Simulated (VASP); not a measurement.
# BN (F-43m) in VASP: a series of runs

The runs below take BN through single point, with PBE.

All numbers are computed with VASP 6.6.1; they aren't measurements. Logs are shortened: lines on timing, memory, paths and dates and some standing lists are left out, and cuts for length are marked.

## (1) The cell of the first run

It takes space group F-43m (No. 216, cubic). Conventional cell: a = 3.610 Å, b = 3.610 Å, c = 3.610 Å, α = 90.00°, β = 90.00°, γ = 90.00°. B (site symmetry -43m) has 4 N at 1.56 Å within 2.1 Å. N (site symmetry -43m) has 4 B at 1.56 Å within 2.1 Å.

## (2) Single point, PBE

File INCAR:

```
PREC     = Accurate       # precision mode
ENCUT    = 520            # plane-wave cutoff, eV
EDIFF    = 1E-7           # SCF threshold, eV
ISMEAR   = 0              # smearing method
SIGMA    = 0.01           # smearing width, eV
LREAL    = F              # projectors in reciprocal space
LASPH    = T              # aspherical terms in the spheres
NELM     = 80             # most SCF steps
ALGO     = Normal         # electronic algorithm
ISIF     = 2              # what is computed and relaxed
LWAVE    = F              # write WAVECAR
LCHARG   = F              # write CHGCAR
GGA      = PE             # functional
NBANDS   = 11             # bands
```

File KPOINTS:

```
Automatic mesh
0
Gamma
  6 6 6
```

File POSCAR:

```
BN
1.0
    0.0000000000      1.8048254497      1.8048254497
    1.8048254497      0.0000000000      1.8048254497
    1.8048254497      1.8048254497      0.0000000000
B N
1 1
Direct
    0.0000000000      0.0000000000      0.0000000000
    0.2500000000      0.2500000000      0.2500000000
```

Potentials or basis: VASP PAW PBE potentials, release 64 (B, N).

On the command line:

```console
> cat potpaw_PBE.64/B/POTCAR potpaw_PBE.64/N/POTCAR > POTCAR
> mpirun -np 1 vasp_std > vasp.out
```

OUTCAR:

```text
PREC = Accurate
   ENCUT = 520
   EDIFF = 1E-7
   ISMEAR = 0
   LREAL = F
   LASPH = T
   NELM = 80
   ISIF = 2
   GGA = PE

 ion  position               nearest neighbor table
   1  0.000  0.000  0.000-   2 1.56   2 1.56   2 1.56   2 1.56
   2  0.250  0.250  0.250-   1 1.56   1 1.56   1 1.56   1 1.56

  LATTYP: Found a face centered cubic cell.
 ALAT       =     3.6096508994

  Lattice vectors:

 A1 = (   0.0000000000,   1.8048254497,   1.8048254497)
 A2 = (   1.8048254497,   0.0000000000,   1.8048254497)
 A3 = (   1.8048254497,   1.8048254497,   0.0000000000)

Analysis of symmetry for initial positions (statically):
=====================================================================
 Subroutine PRICEL returns:
 Original cell was already a primitive cell.

 Routine SETGRP: Setting up the symmetry group for a
 face centered cubic supercell.

 Subroutine GETGRP returns: Found 24 space group operations
 (whereof 24 operations were pure point group operations)
 out of a pool of 48 trial point group operations.

The static configuration has the point symmetry T_d .

Analysis of symmetry for dynamics (positions and initial velocities):
=====================================================================
 Subroutine PRICEL returns:
 Original cell was already a primitive cell.

 Routine SETGRP: Setting up the symmetry group for a
 face centered cubic supercell.

 Subroutine GETGRP returns: Found 24 space group operations
 (whereof 24 operations were pure point group operations)
 out of a pool of 48 trial point group operations.

The dynamic configuration has the point symmetry T_d .

 Subroutine INISYM returns: Found 24 space group operations
 (whereof 24 operations are pure point group operations),
 and found     1 'primitive' translations

----------------------------------------------------------------------------------------

                                     Primitive cell

  volume of cell :      11.7581

  direct lattice vectors                    reciprocal lattice vectors
     0.000000000  1.804825450  1.804825450    -0.277035101  0.277035101  0.277035101
     1.804825450  0.000000000  1.804825450     0.277035101 -0.277035101  0.277035101
     1.804825450  1.804825450  0.000000000     0.277035101  0.277035101 -0.277035101

  length of vectors
     2.552408629  2.552408629  2.552408629     0.479838870  0.479838870  0.479838870

  position of ions in fractional coordinates (direct lattice)
     0.000000000  0.000000000  0.000000000
     0.250000000  0.250000000  0.250000000

[... 75 lines left out ...]
   POTIM  = 0.5000    time-step for ionic-motion
   TEBEG  =    0.0;   TEEND  =   0.0 temperature during run
   PSTRESS=    0.0 pullay stress
   NELECT =       8.0000    total number of electrons
   NUPDOWN=      -1.0000    fix difference up-down
   EMIN   =  10.00;   EMAX   =-10.00  energy-range for DOS
   EFERMI =   0.00;   METHOD = LEGACY
   ISMEAR =     0;   SIGMA  =   0.01  broadening in eV -4-tet -1-fermi 0-gaus
   EFERMI_NEDOS =   21; number of points for ismear=-14 and -15
   IALGO  =     38    algorithm
   IMIX   =      4    mixing-type and parameters
     AMIX     =   0.40;   BMIX     =  1.00
     AMIX_MAG =   1.60;   BMIX_MAG =  1.00
  volume/ion in A,a.u.               =       5.88        39.67
  Fermi-wavevector in a.u.,A,eV,Ry     =   1.439880  2.720979 28.208337  2.073254
  Thomas-Fermi vector in A             =   2.558686
   LORBIT       =      0    0 simple, 1 ext, 2 COOP (PROOUT), +10 PAW based schemes
   GGA     = PE    functional components
   LHFCALC =     F    Hartree Fock is set to
   AEXX    =    0.0000 exact exchange contribution
   IVDW    =     0    specifies the selected vdW correction
   LEPSILON=     F    determine dielectric tensor
   LRPA    =     F    only Hartree local field effects (RPA)
 non-spin polarized calculation
 Gauss-broadening in eV      SIGMA  =   0.01
  energy-cutoff  :      520.00
  volume of cell :       11.76
 maximum number of plane-waves:       332
   NGX =  9   NGY =  9   NGZ =  9

 number of electron       7.9999999 magnetization

 Free energy of the ion-electron system (eV)
  ---------------------------------------------------
  ext. energy  EPLUGINS =         0.00000000
  ---------------------------------------------------
  free energy    TOTEN  =       -17.44444534 eV

  energy without entropy =      -17.44444534  energy(sigma->0) =      -17.44444534

 E-fermi :   7.5444     XC(G=0): -12.8432

 val. band max:        7.4605989941   @ k =   0.0000   0.0000   0.0000
 cond. band min:      11.9226987606   @ k =   0.5000   0.5000   0.0000
 fundamental gap:      4.4620997665
 Fermi energy:         7.5444305644

 k-point     1 :       0.0000    0.0000    0.0000
  band No.  band energies     occupation
      1     -12.8219      2.00000
      2       7.4606      2.00000
      3       7.4606      2.00000
      4       7.4606      2.00000
      5      16.2994      0.00000
      6      16.2994      0.00000
      7      16.2994      0.00000
      8      17.8818      0.00000
      9      32.2944      0.00000
     10      35.2809      0.00000
     11      35.2809      0.00000
[... 197 lines left out ...]
 k-point    16 :      -0.3333    0.5000    0.1667
  band No.  band energies     occupation
      1      -6.9792      2.00000
      2      -0.7563      2.00000
      3       1.2408      2.00000
      4       1.2800      2.00000
      5      15.2471      0.00000
      6      19.5124      0.00000
      7      22.5998      0.00000
      8      24.3111      0.00000
      9      27.1006      0.00000
     10      33.4194      0.00000
     11      37.7228      0.00000

------------------------ aborting loop because EDIFF is reached ----------------------------------------

  FORCE on cell =-STRESS in cart. coord.  units (eV):
  Direction    XX          YY          ZZ          XY          YZ          ZX
  --------------------------------------------------------------------------------------
  -------------------------------------------------------------------------------------
  Total        0.3709031      0.3709031      0.3709031     -0.0000000     -0.0000000      0.0000000
  in kB       50.5400221     50.5400221     50.5400221     -0.0000000     -0.0000000      0.0000000
  external PRESSURE =      50.5400221 kB  Pullay stress =       0.0000000 kB

 VOLUME and BASIS-vectors are now :
 -----------------------------------------------------------------------------
  energy-cutoff  :      520.00
  volume of cell :       11.76
      direct lattice vectors                 reciprocal lattice vectors
     0.000000000  1.804825450  1.804825450    -0.277035101  0.277035101  0.277035101
     1.804825450  0.000000000  1.804825450     0.277035101 -0.277035101  0.277035101
     1.804825450  1.804825450  0.000000000     0.277035101  0.277035101 -0.277035101

 POSITION                                       TOTAL-FORCE (eV/Angst)
 -----------------------------------------------------------------------------------
      0.00000      0.00000      0.00000        -0.000000      0.000000     -0.000000
      0.90241      0.90241      0.90241         0.000000     -0.000000      0.000000
 -----------------------------------------------------------------------------------
    total drift:                                0.000000      0.000000      0.000000

  FREE ENERGIE OF THE ION-ELECTRON SYSTEM (eV)
  ---------------------------------------------------
  free  energy   TOTEN  =       -17.4444453421 eV

  energy  without entropy=      -17.4444453421  energy(sigma->0) =      -17.44444534
```

stdout:

```text
POSCAR found type information on POSCAR B N
 POSCAR found :  2 types and       2 ions
 scaLAPACK will be used
 LDA part: xc-table for (Slater+PW92), standard interpolation
 POSCAR, INCAR and KPOINTS ok, starting setup
 FFT: planning ... GRIDC
 FFT: planning ... GRID_SOFT
 FFT: planning ... GRID
 WAVECAR not read
 entering main loop
```

Run time: 3.7 s. Hardware: 1 thread of Intel Xeon Platinum 8259CL at 2.50GHz (Skylake/Cascade Lake), shared host; peak memory 0.11 GiB.

What came out:

```
Free energy            : -17.4444 eV
Pressure               : 5.1 GPa
Band gap on the k mesh : 4.46 eV (least direct gap 8.84 eV)
```

Caveat: the k points lie up to 0.50 Å⁻¹ apart. A k mesh can miss the band edges.

## (3) Single point, PBE (strain +3.0%)

File INCAR:

```
ALGO = Normal
EDIFF = 1E-6
ENCUT = 520
GGA = PE
ISIF = 2
ISMEAR = 0
LASPH = True
LCHARG = True
LELF = True
LREAL = False
LVHAR = True
LWAVE = False
NBANDS = 11
NELM = 60
PREC = Accurate
SIGMA = 0.01
```

File KPOINTS:

```
k-points
0
Gamma
  6 6 6
```

File POSCAR:

```
BN
1.0
    0.0000000000      1.8589702132      1.8589702132
    1.8589702132      0.0000000000      1.8589702132
    1.8589702132      1.8589702132      0.0000000000
B N
1 1
Direct
    0.0000000000      0.0000000000      0.0000000000
    0.2500000000      0.2500000000      0.2500000000
```

Potentials or basis: VASP PAW PBE potentials, release 64 (B, N).

On the command line:

```console
> cat potpaw_PBE.64/B/POTCAR potpaw_PBE.64/N/POTCAR > POTCAR
> mpirun -np 1 vasp_std > vasp.out
```

It took 4.7 s on 1 thread of Intel Xeon Platinum 8259CL at 2.50GHz (Skylake/Cascade Lake), shared host; peak memory 0.11 GiB.

The run converged. Its results:

```
Free energy            : -17.3728 eV
Pressure               : -24.5 GPa
Band gap on the k mesh : 4.36 eV (least direct gap 8.42 eV)
```

Levels at points of the mesh, in eV from the valence-band top:
| k point | band 1 | band 2 | band 3 | band 4 | band 5 | band 6 | band 7 | band 8 | band 9 |
| --- | --- | --- | --- | --- | --- | --- | --- | --- | --- |
| (0.00, 0.00, 0.00) | -19.31 | 0.00 | 0.00 | 0.00 | 8.42 | 8.42 | 8.42 | 9.01 | 23.21 |
| (0.50, 0.00, 0.00) | -15.48 | -9.94 | -1.79 | -1.79 | 9.07 | 10.24 | 10.24 | 14.39 | 22.31 |
| (0.50, 0.50, 0.00) | -14.23 | -8.39 | -4.51 | -4.51 | 4.36 | 8.75 | 16.66 | 16.66 | 19.42 |

Caveat: the k points lie up to 0.49 Å⁻¹ apart; the cell differs from its parent crystal (strain +3.0%).
